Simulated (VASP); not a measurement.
Input of a VASP 6.6.1 run:

The input INCAR:

```
ALGO = Fast
DIPOL = 0.5 0.5 0.500
EDIFF = 1E-6
EDIFFG = -0.03
ENCUT = 520
IBRION = 2
IDIPOL = 3
ISIF = 2
ISMEAR = 0
ISYM = 0
LASPH = T
LCHARG = F
LDIPOL = T
LREAL = F
LWAVE = F
NELM = 60
NSW = 70
PREC = Accurate
SIGMA = 0.1
```

Contents of KPOINTS:

```
k-points
0
Gamma
  10 3 1
```

Contents of POSCAR:

```
Al
1.0
    2.8145688077      0.0000000000      0.0000000000
   -1.4072844038      9.5638121907      0.0000000000
    0.0000000000      0.0000000000     18.7139871538
Al
9
Selective dynamics
Direct
    0.5324782732      0.0649565463      0.3740517690  F F F
    0.6710108870      0.3420217740      0.4265301986  F F F
    0.2987174097      0.5974348195      0.4370258845  F F F
    0.9264239325      0.8528478650      0.4475215704  F F F
    0.0649565463      0.1299130927      0.5000000000  T T T
    0.2034891601      0.4069783203      0.5524784296  T T T
    0.8311956829      0.6623913658      0.5629741155  T T T
    0.4589022057      0.9178044113      0.5734698014  T T T
    0.5974348195      0.1948696390      0.6259482310  T T T
```

Potentials or basis: VASP PAW LDA potentials, release 64 (Al).

Launch:

```sh
$ cat potpaw_LDA.64/Al/POTCAR > POTCAR
$ mpirun -np 1 vasp_std > vasp.out
```

Question: What does it give for the band gap on the k mesh?

Answer: Zero (an odd number of electrons rules out a gap without spin polarisation).

Question: Predict the energy gained by relaxing.

Answer: 4.6 meV/atom.

The path:
| step | energy change (eV) | largest force on free atoms (eV/Å) | pressure (GPa) |
| --- | --- | --- | --- |
| 1 | 0.0000 | 0.2896 | -1.06 |
| 2 | -0.0093 | 0.2525 | -1.09 |
| 3 | -0.0296 | 0.1508 | -1.18 |
| 4 | -0.0386 | 0.1280 | -1.31 |
| 5 | -0.0403 | 0.0952 | -1.28 |
| 6 | -0.0416 | 0.0288 | -1.30 |
